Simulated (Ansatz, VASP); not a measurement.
## SnTe in VASP and in Ansatz

```xyz
2
Lattice="0.0000 3.2049 3.2049 3.2049 0.0000 3.2049 3.2049 3.2049 0.0000" Properties=species:S:1:pos:R:3 pbc="T T T"
Sn    0.0000    0.0000    0.0000
Te    3.2049    3.2049    3.2049
```

Alike in both runs: functional PBE; k mesh 16 × 16 × 16; occupations gaussian, width 0.1 eV; no spin polarisation.

Ansatz relaxed the structure, and its values are those at the end. VASP's run is a single point on that final structure, the one shown.

```csv
,VASP,Ansatz
version,VASP 6.6.1,Ansatz 0.2.0
potentials or method,"VASP PAW PBE potentials, release 64 (Sn_d, Te), cutoff 520 eV","scalar-relativistic, plane waves, PAW"
valence electrons in the cell,20,30
```

VASP gave:

```
gap on the k mesh at the Fermi level (eV) : 0.05
least direct gap on the mesh (eV)         : 0.05
pressure (GPa)                            : -0.1
```

Problem. What did Ansatz give for the same quantities?

Solution. gap on the k mesh at the Fermi level (eV): 0.05; least direct gap on the mesh (eV): 0.05; pressure (GPa): 0.0.

The functional is the same, so the differences come from potentials, cutoffs and numerics. VASP's potentials hold 20 valence electrons a cell and Ansatz's 30, so a difference there can come from the potentials and not from the codes.

Spin-orbit coupling is off throughout.
